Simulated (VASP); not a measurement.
Input of a VASP 6.6.1 run:

Contents of INCAR:

```
SYSTEM = Co
PREC = Accurate
ENCUT = 520
EDIFF = 1E-7
ISMEAR = -1
SIGMA = 0.1
LREAL = .FALSE.
LASPH = .TRUE.
NELM = 80
ALGO = Normal
ISIF = 2
LWAVE = .FALSE.
LCHARG = .FALSE.
GGA = PE
NBANDS = 16
ISYM = 0
```

KPOINTS

```
regular mesh
0
G
  13 7 13
  0 0 0
```

File POSCAR:

```
Co
1.0
    0.0000000000      1.7844000000      1.7844000000
    3.5688000000      0.0000000000      3.5688000000
    1.7844000000      1.7844000000      0.0000000000
Co
2
Direct
    0.0000000000      0.0000000000      0.0000000000
    0.0000000000      0.5000000000      0.0000000000
```

Potentials or basis: VASP PAW PBE potentials, release 64 (Co).

Run with:

```bash
$ cat potpaw_PBE.64/Co/POTCAR > POTCAR
$ mpirun -np 1 vasp_std > vasp.out
```

Task: What does it give for the band gap on the k mesh?

Result: Zero (bands 9 and 10 overlap by 1.05 eV).

Task: Predict the pressure.

Result: -19.2 GPa.

Caveat: the cell stands under tension; the run has no spin polarisation, though such a crystal can be magnetic. Spin polarisation is off, so any magnetic state and its effect on volume and gap are missing.
